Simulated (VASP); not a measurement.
# BaZnPF (P4/nmm) in VASP: notebook, part 2 of 2

VASP 6.6.1.

**3. Single point, PBE**

INCAR reads:

```
SYSTEM = BaZnPF
PREC = Accurate
ENCUT = 520
EDIFF = 1E-6
ISMEAR = -1
SIGMA = 0.1
LREAL = .False.
LASPH = .True.
NELM = 100
ALGO = Normal
ISIF = 2
LWAVE = .False.
LCHARG = .True.
GGA = PE
LELF = .True.
LVHAR = .True.
NBANDS = 44
```

KPOINTS reads:

```
Automatic mesh
0
Gamma
  4 4 2
  0 0 0
```

POSCAR reads:

```
BaZnPF
1.0
    4.1563400000      0.0000000000      0.0000000000
    0.0000000000      4.1563400000      0.0000000000
    0.0000000000      0.0000000000      9.4574300000
Ba Zn P F
2 2 2 2
Direct
    0.5000000000      0.0000000000      0.3317700000
    0.0000000000      0.5000000000      0.6682300000
    0.5000000000      0.5000000000      0.0000000000
    0.0000000000      0.0000000000      0.0000000000
    0.0000000000      0.5000000000      0.1491000000
    0.5000000000      0.0000000000      0.8509000000
    0.5000000000      0.5000000000      0.5000000000
    0.0000000000      0.0000000000      0.5000000000
```

Potentials or basis: VASP PAW PBE potentials, release 64 (Ba_sv, Zn, P, F).

Command:

```console
> cat potpaw_PBE.64/Ba_sv/POTCAR potpaw_PBE.64/Zn/POTCAR potpaw_PBE.64/P/POTCAR potpaw_PBE.64/F/POTCAR > POTCAR
> mpirun -np 1 vasp_std > vasp.out
```

OUTCAR:

```text
SYSTEM = BaZnPF
   PREC = Accurate
   ENCUT = 520
   EDIFF = 1E-6
   ISMEAR = -1
   LREAL = .False.
   LASPH = .True.
   NELM = 100
   ISIF = 2
   GGA = PE

 ion  position               nearest neighbor table
   1  0.500  0.000  0.332-   7 2.62   8 2.62   7 2.62   8 2.62   5 3.41   5 3.41   5 3.41   5 3.41
                             4 3.76   3 3.76   4 3.76   3 3.76   2 4.33   2 4.33   2 4.33   2 4.33
   2  0.000  0.500  0.668-   7 2.62   8 2.62   8 2.62   7 2.62   6 3.41   6 3.41   6 3.41   6 3.41
                             3 3.76   4 3.76   4 3.76   3 3.76   1 4.33   1 4.33   1 4.33   1 4.33
   3  0.500  0.500  0.000-   5 2.51   6 2.51   6 2.51   5 2.51   4 2.94   4 2.94   4 2.94   4 2.94
                             2 3.76   1 3.76   2 3.76   1 3.76
   4  0.000  0.000  0.000-   5 2.51   6 2.51   5 2.51   6 2.51   3 2.94   3 2.94   3 2.94   3 2.94
                             1 3.76   2 3.76   2 3.76   1 3.76
   5  0.000  0.500  0.149-   3 2.51   4 2.51   4 2.51   3 2.51   1 3.41   1 3.41   1 3.41   1 3.41

   6  0.500  0.000  0.851-   3 2.51   4 2.51   3 2.51   4 2.51   2 3.41   2 3.41   2 3.41   2 3.41

   7  0.500  0.500  0.500-   1 2.62   2 2.62   1 2.62   2 2.62
   8  0.000  0.000  0.500-   1 2.62   2 2.62   2 2.62   1 2.62

  LATTYP: Found a simple tetragonal cell.
 ALAT       =     4.1563400000
 C/A-ratio  =     2.2754226074

  Lattice vectors:

 A1 = (   4.1563400000,   0.0000000000,   0.0000000000)
 A2 = (   0.0000000000,   4.1563400000,   0.0000000000)
 A3 = (   0.0000000000,   0.0000000000,   9.4574300000)

Analysis of symmetry for initial positions (statically):
=====================================================================
 Subroutine PRICEL returns:
 Original cell was already a primitive cell.

 Routine SETGRP: Setting up the symmetry group for a
 simple tetragonal supercell.

 Subroutine GETGRP returns: Found 16 space group operations
 (whereof  8 operations were pure point group operations)
 out of a pool of 16 trial point group operations.

[... 134 lines left out ...]
     AMIX     =   0.40;   BMIX     =  1.00
     AMIX_MAG =   1.60;   BMIX_MAG =  1.00
  volume/ion in A,a.u.               =      20.42       137.82
  Fermi-wavevector in a.u.,A,eV,Ry     =   1.222304  2.309820 20.327486  1.494028
  Thomas-Fermi vector in A             =   2.357456
   LORBIT       =      0    0 simple, 1 ext, 2 COOP (PROOUT), +10 PAW based schemes
   GGA     = PE    functional components
[... 5 lines left out ...]
 non-spin polarized calculation
  energy-cutoff  :      520.00
  volume of cell :      163.38
 maximum number of plane-waves:      4428
 NGX is ok and might be reduce to    32
   NGX = 15   NGY = 15   NGZ = 35

 number of electron      67.9999991 magnetization

 Free energy of the ion-electron system (eV)
  ---------------------------------------------------
  ext. energy  EPLUGINS =         0.00000000
  ---------------------------------------------------
  free energy    TOTEN  =       -35.30595840 eV

  energy without entropy =      -35.29458940  energy(sigma->0) =      -35.30027390

 E-fermi :   3.5587     XC(G=0):  -9.7244

 val. band max:        3.2678832485   @ k =   0.0000   0.0000   0.0000
 cond. band min:       3.7062803069   @ k =   0.0000   0.0000   0.0000
 fundamental gap:      0.4383970584
 Fermi energy:         3.5586906928

 k-point     1 :       0.0000    0.0000    0.0000
  band No.  band energies     occupation
      1     -24.1683      2.00000
      2     -23.9614      2.00000
      3     -20.2834      2.00000
      4     -20.1591      2.00000
      5      -9.3032      2.00000
      6      -9.2719      2.00000
[... 553 lines left out ...]
     43      10.6479      0.00000
     44      10.6545      0.00000

------------------------ aborting loop because EDIFF is reached ----------------------------------------

  FORCE on cell =-STRESS in cart. coord.  units (eV):
  Direction    XX          YY          ZZ          XY          YZ          ZX
  --------------------------------------------------------------------------------------
  -------------------------------------------------------------------------------------
  Total        1.8898826      1.8898826      1.7570047      0.0000000      0.0000000      0.0000000
  in kB       18.5331880     18.5331880     17.2301174      0.0000000      0.0000000      0.0000000
  external PRESSURE =      18.0988311 kB  Pullay stress =       0.0000000 kB

 VOLUME and BASIS-vectors are now :
 -----------------------------------------------------------------------------
  energy-cutoff  :      520.00
  volume of cell :      163.38
      direct lattice vectors                 reciprocal lattice vectors
     4.156340000  0.000000000  0.000000000     0.240596294  0.000000000  0.000000000
     0.000000000  4.156340000  0.000000000     0.000000000  0.240596294  0.000000000
     0.000000000  0.000000000  9.457430000     0.000000000  0.000000000  0.105736971

 POSITION                                       TOTAL-FORCE (eV/Angst)
 -----------------------------------------------------------------------------------
      2.07817      0.00000      3.13769         0.000000      0.000000     -0.320899
      0.00000      2.07817      6.31974        -0.000000     -0.000000      0.320899
      2.07817      2.07817      0.00000        -0.000000     -0.000000     -0.000000
      0.00000      0.00000      0.00000        -0.000000      0.000000     -0.000000
      0.00000      2.07817      1.41010        -0.000000      0.000000      0.020951
      2.07817      0.00000      8.04733        -0.000000      0.000000     -0.020951
      2.07817      2.07817      4.72872         0.000000      0.000000     -0.000000
      0.00000      0.00000      4.72872        -0.000000      0.000000     -0.000000
 -----------------------------------------------------------------------------------
    total drift:                                0.000000     -0.000000     -0.000000

  FREE ENERGIE OF THE ION-ELECTRON SYSTEM (eV)
  ---------------------------------------------------
  free  energy   TOTEN  =       -35.3059583984 eV

  energy  without entropy=      -35.2945893963  energy(sigma->0) =      -35.30027390
```

It took 2.5 min on 1 thread of Intel Xeon 8259CL, shared host; peak memory 0.3 GiB.

Results:

| Item | Value |
| --- | --- |
| Free energy | -35.3060 eV |
| Pressure | 1.8 GPa |
| Largest force | 0.321 eV/Å |
| Band gap on the k mesh | 0.44 eV, direct |

Forces on the atoms (eV/Å):
```
Ba   0.000  0.000 -0.321
Ba   0.000  0.000  0.321
Zn   0.000  0.000  0.000
Zn   0.000  0.000  0.000
P    0.000  0.000  0.021
P    0.000  0.000 -0.021
F    0.000  0.000  0.000
F    0.000  0.000  0.000
```

Levels at points of the mesh, in eV from the valence-band top:
```tsv
k point	band 32	band 33	band 34	band 35	band 36	band 37
(0.00, 0.00, 0.00)	-0.54	0.00	0.00	0.44	1.61	2.39
(0.50, 0.00, 0.00)	-0.99	-0.91	-0.91	2.03	2.03	3.00
(0.50, 0.50, 0.00)	-2.47	-2.35	-2.35	2.55	2.55	3.17
(0.00, 0.00, 0.50)	-0.81	0.00	0.00	0.56	1.74	1.86
(0.50, 0.00, 0.50)	-0.98	-0.90	-0.90	2.14	2.14	2.96
(0.50, 0.50, 0.50)	-2.41	-2.40	-2.40	2.69	2.69	3.26
```

Caveat: spin-orbit coupling is left out, which moves the levels of the heavy elements. A k mesh can miss the band edges.
